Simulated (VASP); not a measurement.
# Au in VASP: notebook

Runs on Au. Level: PBE. Tasks: single point.

Program: VASP 6.6.1. These are calculated values, not measurements. Logs are shortened: lines on timing, memory, paths and dates and some standing lists are left out, and cuts for length are marked.

### 1 The cell of the first run

The structure is cubic, space group Im-3m (No. 229). The conventional cell has a = 3.408 Å, b = 3.408 Å, c = 3.408 Å, α = 90.00°, β = 90.00°, γ = 90.00°. Within 3.9 Å of Au (site symmetry m-3m) lie 14 Au at 2.95 to 3.41 Å.

### 2 Single point, PBE (volume scaled by 1.10)

Contents of INCAR:

```
ALGO = Normal
EDIFF = 1E-6
ENCUT = 520
GGA = PE
ISIF = 2
ISMEAR = 0
LASPH = T
LCHARG = T
LELF = T
LREAL = F
LVHAR = T
LWAVE = F
NBANDS = 12
NELM = 60
PREC = Accurate
SIGMA = 0.1
```

Contents of KPOINTS:

```
k-points
0
Gamma
  18 18 18
```

Contents of POSCAR:

```
Au
1.0
   -1.7039378376      1.7039378376      1.7039378376
    1.7039378376     -1.7039378376      1.7039378376
    1.7039378376      1.7039378376     -1.7039378376
Au
1
Direct
    0.0000000000      0.0000000000      0.0000000000
```

Potentials or basis: VASP PAW PBE potentials, release 64 (Au).

Run with:

```
> cat potpaw_PBE.64/Au/POTCAR > POTCAR
> mpirun -np 1 vasp_std > vasp.out
```

OUTCAR:

```text
EDIFF = 1E-6
   ENCUT = 520
   GGA = PE
   ISIF = 2
   ISMEAR = 0
   LASPH = T
   LREAL = F
   NELM = 60
   PREC = Accurate

 ion  position               nearest neighbor table
   1  0.000  0.000  0.000-

  LATTYP: Found a body centered cubic cell.
 ALAT       =     3.4078756752

  Lattice vectors:

 A1 = (  -1.7039378376,   1.7039378376,   1.7039378376)
 A2 = (   1.7039378376,  -1.7039378376,   1.7039378376)
 A3 = (   1.7039378376,   1.7039378376,  -1.7039378376)

Analysis of symmetry for initial positions (statically):
=====================================================================
 Subroutine PRICEL returns:
 Original cell was already a primitive cell.

 Routine SETGRP: Setting up the symmetry group for a
 body centered cubic supercell.

 Subroutine GETGRP returns: Found 48 space group operations
 (whereof 48 operations were pure point group operations)
 out of a pool of 48 trial point group operations.

The static configuration has the point symmetry O_h .

Analysis of symmetry for dynamics (positions and initial velocities):
=====================================================================
 Subroutine PRICEL returns:
 Original cell was already a primitive cell.

 Routine SETGRP: Setting up the symmetry group for a
 body centered cubic supercell.

 Subroutine GETGRP returns: Found 48 space group operations
 (whereof 48 operations were pure point group operations)
 out of a pool of 48 trial point group operations.

The dynamic configuration has the point symmetry O_h .

 Subroutine INISYM returns: Found 48 space group operations
 (whereof 48 operations are pure point group operations),
 and found     1 'primitive' translations

----------------------------------------------------------------------------------------

                                     Primitive cell

  volume of cell :      19.7889

  direct lattice vectors                    reciprocal lattice vectors
    -1.703937838  1.703937838  1.703937838     0.000000000  0.293437935  0.293437935
     1.703937838 -1.703937838  1.703937838     0.293437935  0.000000000  0.293437935
     1.703937838  1.703937838 -1.703937838     0.293437935  0.293437935  0.000000000

  length of vectors
     2.951306908  2.951306908  2.951306908     0.414983907  0.414983907  0.414983907

  position of ions in fractional coordinates (direct lattice)
     0.000000000  0.000000000  0.000000000

  ion indices of the primitive-cell ions
   primitive index   ion index
                 1           1

----------------------------------------------------------------------------------------

 KPOINTS: k-points

Automatic generation of k-mesh.
 Grid dimensions read from file:
 generate k-points for:   18   18   18

 Generating k-lattice:

  Cartesian coordinates                     Fractional coordinates (reciprocal lattice)
     0.000000000  0.016302107  0.016302107     0.055555556  0.000000000  0.000000000
     0.016302107  0.000000000  0.016302107     0.000000000  0.055555556  0.000000000
     0.016302107  0.016302107  0.000000000     0.000000000  0.000000000  0.055555556

  Length of vectors
     0.023054662  0.023054662  0.023054662

  Shift w.r.t. Gamma in fractional coordinates (k-lattice)
     0.000000000  0.000000000  0.000000000

 Subroutine IBZKPT returns following result:
 ===========================================

 Found    195 irreducible k-points:

 Following reciprocal coordinates:
            Coordinates               Weight
  0.000000  0.000000  0.000000      1.000000
  0.055556  0.000000  0.000000     12.000000
  0.111111  0.000000  0.000000     12.000000
  0.166667  0.000000  0.000000     12.000000
  0.222222  0.000000  0.000000     12.000000
  0.277778  0.000000  0.000000     12.000000
[... 16 lines left out ...]
  0.333333  0.111111  0.000000     48.000000
  0.388889  0.111111  0.000000     48.000000
 [... further k-points ...]
   k-points           NKPTS =    195   k-points in BZ     NKDIM =    195   number of bands    NBANDS=     12
   number of dos      NEDOS =    301   number of ions     NIONS =      1
   total plane-waves  NPLWV =  13824
   dimension x,y,z NGX =    24 NGY =   24 NGZ =   24
   dimension x,y,z NGXF=    48 NGYF=   48 NGZF=   48
   ions per type =               1
   NGX,Y,Z   is equivalent  to a cutoff of  13.52, 13.52, 13.52 a.u.
   NGXF,Y,Z  is equivalent  to a cutoff of  27.04, 27.04, 27.04 a.u.
 SYSTEM =  unknown system
   PREC   = accura    normal or accurate (medium, high low for compatibility)
   ISTART =      0    job   : 0-new  1-cont  2-samecut
   ICHARG =      2    charge: 1-file 2-atom 10-const
   ISPIN  =      1    spin polarized calculation?
   LNONCOLLINEAR =      F non collinear calculations
   LSORBIT =      F    spin-orbit coupling
   LASPH  =      T    aspherical Exc in radial PAW
   ENCUT  =  520.0 eV  38.22 Ry    6.18 a.u.   5.49  5.49  5.49*2*pi/ulx,y,z
   NELM   =     60;   NELMIN=  2; NELMDL= -5     # of ELM steps
   EDIFF  = 0.1E-05   stopping-criterion for ELM
   LREAL  =      F    real-space projection
   EDIFFG = 0.1E-04   stopping-criterion for IOM
   NSW    =      0    number of steps for IOM
   IBRION =     -1    ionic relax: 0-MD 1-quasi-New 2-CG
   NFREE  =      0    steps in history (QN), initial steepest desc. (CG)
   ISIF   =      2    stress and relaxation
   ISYM   =      2    0-nonsym 1-usesym 2-fastsym
   POTIM  = 0.5000    time-step for ionic-motion
   TEBEG  =    0.0;   TEEND  =   0.0 temperature during run
   PSTRESS=    0.0 pullay stress
   NELECT =      11.0000    total number of electrons
   NUPDOWN=      -1.0000    fix difference up-down
   EMIN   =  10.00;   EMAX   =-10.00  energy-range for DOS
   EFERMI =   0.00;   METHOD = LEGACY
   ISMEAR =     0;   SIGMA  =   0.10  broadening in eV -4-tet -1-fermi 0-gaus
   EFERMI_NEDOS =   21; number of points for ismear=-14 and -15
   IALGO  =     38    algorithm
   IMIX   =      4    mixing-type and parameters
     AMIX     =   0.40;   BMIX     =  1.00
     AMIX_MAG =   1.60;   BMIX_MAG =  1.00
  volume/ion in A,a.u.               =      19.79       133.54
  Fermi-wavevector in a.u.,A,eV,Ry     =   1.346063  2.543690 24.652192  1.811885
  Thomas-Fermi vector in A             =   2.473925
   LORBIT       =      0    0 simple, 1 ext, 2 COOP (PROOUT), +10 PAW based schemes
   GGA     = PE    functional components
   LHFCALC =     F    Hartree Fock is set to
   AEXX    =    0.0000 exact exchange contribution
   IVDW    =     0    specifies the selected vdW correction
   LEPSILON=     F    determine dielectric tensor
   LRPA    =     F    only Hartree local field effects (RPA)
 non-spin polarized calculation
 Gauss-broadening in eV      SIGMA  =   0.10
  energy-cutoff  :      520.00
  volume of cell :       19.79
 maximum number of plane-waves:       555
 NGX is ok and might be reduce to    24

 number of electron      11.0000001 magnetization

 Free energy of the ion-electron system (eV)
  ---------------------------------------------------
  ext. energy  EPLUGINS =         0.00000000
  ---------------------------------------------------
  free energy    TOTEN  =        -3.13907778 eV

  energy without entropy =       -3.13644832  energy(sigma->0) =       -3.13776305

 E-fermi :   7.2650     XC(G=0): -11.8387

 val. band max:        7.2538030458   @ k =   0.3889   0.0556   0.0556
 cond. band min:       7.2735346491   @ k =   0.4444   0.0556  -0.0000
 fundamental gap:      0.0197316033
 Fermi energy:         7.2649945806

 k-point     1 :       0.0000    0.0000    0.0000
  band No.  band energies     occupation
      1      -1.1920      2.00000
      2       3.0587      2.00000
      3       3.0587      2.00000
      4       3.0587      2.00000
      5       4.5736      2.00000
      6       4.5736      2.00000
      7      23.5965      0.00000
      8      23.5965      0.00000
      9      23.5965      0.00000
     10      28.9001      0.00000
     11      28.9001      0.00000
     12      28.9001      0.00000

 k-point     2 :       0.0556    0.0000    0.0000
  band No.  band energies     occupation
      1      -1.0920      2.00000
      2       3.0309      2.00000
      3       3.0625      2.00000
      4       3.1228      2.00000
      5       4.5409      2.00000
      6       4.5755      2.00000
      7      23.5161      0.00000
      8      23.6069      0.00000
      9      23.7079      0.00000
     10      27.8497      0.00000
     11      28.0277      0.00000
     12      28.5097      0.00000

 k-point     3 :       0.1111    0.0000    0.0000
  band No.  band energies     occupation
      1      -0.7990      2.00000
      2       2.9518      2.00000
      3       3.0719      2.00000
      4       3.3114      2.00000
      5       4.4600      2.00000
      6       4.5817      2.00000
      7      23.0045      0.00000
      8      23.5119      0.00000
      9      24.0310      0.00000
     10      26.3531      0.00000
     11      27.0576      0.00000
     12      27.4975      0.00000

 k-point     4 :       0.1667    0.0000    0.0000
  band No.  band energies     occupation
      1      -0.3383      2.00000
      2       2.8333      2.00000
      3       3.0893      2.00000
      4       3.6131      2.00000
      5       4.3739      2.00000
      6       4.5934      2.00000
      7      21.5042      0.00000
      8      23.0225      0.00000
      9      24.5328      0.00000
     10      25.7132      0.00000
     11      26.1482      0.00000
     12      26.8146      0.00000

 k-point     5 :       0.2222    0.0000    0.0000
  band No.  band energies     occupation
      1       0.2267      2.00000
      2       2.6920      2.00000
      3       3.1564      2.00000
      4       4.0072      2.00000
      5       4.3279      2.00000
      6       4.6114      2.00000
      7      19.3668      0.00000
      8      22.1795      0.00000
      9      24.6826      0.00000
     10      25.1594      0.00000
     11      25.7409      0.00000
     12      27.3264      0.00000

 k-point     6 :       0.2778    0.0000    0.0000
  band No.  band energies     occupation
      1       0.7579      2.00000
      2       2.5462      2.00000
      3       3.4079      2.00000
      4       4.3424      2.00000
      5       4.4612      2.00000
      6       4.6351      2.00000
      7      17.0920      0.00000
      8      21.2811      0.00000
      9      23.2534      0.00000
     10      25.8384      0.00000
     11      25.9849      0.00000
     12      28.3147      0.00000

 k-point     7 :       0.3333    0.0000    0.0000
  band No.  band energies     occupation
      1       1.0792      2.00000
      2       2.4134      2.00000
      3       3.9953      2.00000
      4       4.4449      2.00000
      5       4.6620      2.00000
      6       4.9283      2.00000
      7      14.8606      0.00000
      8      20.4970      0.00000
      9      21.9778      0.00000
     10      26.2873      0.00000
     11      26.4848      0.00000
     12      29.6119      0.00000

 k-point     8 :       0.3889    0.0000    0.0000
  band No.  band energies     occupation
      1       1.1816      2.00000
      2       2.3077      2.00000
      3       4.3611      2.00000
      4       4.6872      2.00000
      5       5.1789      2.00000
      6       5.3455      2.00000
      7      12.7620      0.00000
      8      19.9013      0.00000
      9      20.9602      0.00000
     10      26.5833      0.00000
     11      27.0138      0.00000
     12      29.9981      0.00000
[... 166 lines left out ...]
 k-point    20 :       0.1667    0.1111    0.0000
  band No.  band energies     occupation
      1       0.4828      2.00000
      2       2.7416      2.00000
      3       2.9281      2.00000
      4       4.2527      2.00000
      5       4.3147      2.00000
      6       4.6732      2.00000
      7      19.3628      0.00000
      8      20.9456      0.00000
      9      23.0185      0.00000
     10      24.9320      0.00000
     11      27.4240      0.00000
     12      28.4392      0.00000

 k-point    21 :       0.2222    0.1111    0.0000
  band No.  band energies     occupation
      1       1.0108      2.00000
      2       2.6019      2.00000
      3       3.0682      2.00000
      4       4.2645      2.00000
      5       4.6700      2.00000
      6       4.9087      2.00000
      7      17.1155      0.00000
      8      20.1330      0.00000
      9      22.0476      0.00000
     10      25.4900      0.00000
     11      28.0215      0.00000
     12      28.7213      0.00000

 k-point    22 :       0.2778    0.1111    0.0000
  band No.  band energies     occupation
      1       1.3251      2.00000
      2       2.4729      2.00000
      3       3.4750      2.00000
      4       4.3358      2.00000
      5       4.7269      2.00000
      6       5.5542      2.00000
      7      14.9244      0.00000
      8      19.3793      0.00000
      9      21.1674      0.00000
     10      26.0609      0.00000
     11      28.3688      0.00000
     12      29.0983      0.00000

 k-point    23 :       0.3333    0.1111    0.0000
  band No.  band energies     occupation
      1       1.4112      2.00000
      2       2.3728      2.00000
      3       3.9849      2.00000
      4       4.4399      2.00000
      5       4.8469      2.00000
      6       6.3659      2.00000
      7      12.8626      0.00000
      8      18.7477      0.00000
      9      20.4713      0.00000
     10      26.5619      0.00000
     11      28.5641      0.00000
     12      29.2388      0.00000

 k-point    24 :       0.3889    0.1111    0.0000
  band No.  band energies     occupation
      1       1.4060      2.00000
      2       2.3100      2.00000
      3       4.2759      2.00000
      4       4.4735      2.00000
      5       5.1152      2.00000
      6       7.4044      0.04866
      7      11.0187      0.00000
      8      18.3145      0.00000
      9      20.0320      0.00000
     10      26.9246      0.00000
     11      28.6945      0.00000
     12      29.1022      0.00000

 [... further k-points ...]
[... 5 lines left out ...]
  --------------------------------------------------------------------------------------
  -------------------------------------------------------------------------------------
  Total       -1.2146655     -1.2146655     -1.2146655      0.0000000      0.0000000     -0.0000000
  in kB      -98.3435854    -98.3435854    -98.3435854      0.0000000      0.0000000     -0.0000000
  external PRESSURE =     -98.3435854 kB  Pullay stress =       0.0000000 kB

 VOLUME and BASIS-vectors are now :
 -----------------------------------------------------------------------------
  energy-cutoff  :      520.00
  volume of cell :       19.79
      direct lattice vectors                 reciprocal lattice vectors
    -1.703937838  1.703937838  1.703937838     0.000000000  0.293437935  0.293437935
     1.703937838 -1.703937838  1.703937838     0.293437935  0.000000000  0.293437935
     1.703937838  1.703937838 -1.703937838     0.293437935  0.293437935  0.000000000

 POSITION                                       TOTAL-FORCE (eV/Angst)
 -----------------------------------------------------------------------------------
      0.00000      0.00000      0.00000         0.000000      0.000000     -0.000000
 -----------------------------------------------------------------------------------
    total drift:                               -0.000000      0.000000     -0.000000

  FREE ENERGIE OF THE ION-ELECTRON SYSTEM (eV)
  ---------------------------------------------------
  free  energy   TOTEN  =        -3.1390777807 eV

  energy  without entropy=       -3.1364483236  energy(sigma->0) =       -3.13776305
```

It took 15 s on 1 thread of Intel Xeon 6975P-C (Granite Rapids), shared host; peak memory 0.17 GiB.

What came out:

```
Free energy : -3.1391 eV
Pressure    : -9.8 GPa
```

Caveat: spin-orbit coupling is left out, which moves the levels of the heavy elements.

### 3 Single point, PBE

This run uses another cell than the first one: it holds 2 atoms, not 1.

Contents of INCAR:

```
PREC = Accurate ; ENCUT = 520
EDIFF = 1E-6 ; ISMEAR = 0
SIGMA = 0.1 ; LREAL = False
LASPH = True ; NELM = 100
ALGO = Fast ; ISIF = 2
LWAVE = False ; LCHARG = True
GGA = PE ; LELF = True
LVHAR = True ; NBANDS = 18
```

Contents of KPOINTS:

```
Automatic mesh
0
Gamma
  16 16 16
```

Contents of POSCAR:

```
Au
1.0
    3.3013090383      0.0000000000      0.0000000000
    0.0000000000      3.3013090383      0.0000000000
    0.0000000000      0.0000000000      3.3013090383
Au
2
Direct
    0.0000000000      0.0000000000      0.0000000000
    0.5000000000      0.5000000000      0.5000000000
```

Potentials or basis: VASP PAW PBE potentials, release 64 (Au).

Run with:

```
> cat potpaw_PBE.64/Au/POTCAR > POTCAR
> mpirun -np 1 vasp_std > vasp.out
```

It took 49 s on 1 thread of Intel Xeon Platinum 8488C (Sapphire Rapids), shared host; peak memory 0.22 GiB.

It converged, with:

```yaml
Free_energy: -6.4036 eV
Pressure: 0.2 GPa
Band_gap_on_the_k_mesh: zero (band 11 reaches 11.47 eV, above the bottom of band 12 at 6.71 eV)
```

Levels at points of the mesh, in eV from the Fermi level:
| k point | band 8 | band 9 | band 10 | band 11 | band 12 | band 13 | band 14 | band 15 |
| --- | --- | --- | --- | --- | --- | --- | --- | --- |
| (0.00, 0.00, 0.00) | -2.79 | -1.74 | -1.74 | -1.74 | 6.28 | 6.28 | 6.28 | 9.12 |
| (0.50, 0.00, 0.00) | -3.97 | -3.26 | -3.26 | -1.88 | -1.88 | 12.36 | 12.36 | 13.38 |
| (0.50, 0.50, 0.00) | -2.61 | -1.39 | -1.39 | -0.38 | -0.38 | 3.29 | 3.29 | 12.37 |
| (0.50, 0.50, 0.50) | -2.57 | -2.57 | -2.57 | 2.75 | 2.75 | 7.01 | 7.01 | 7.01 |

Caveat: spin-orbit coupling is left out, which moves the levels of the heavy elements.

(Part 1 of 2 ends here.)
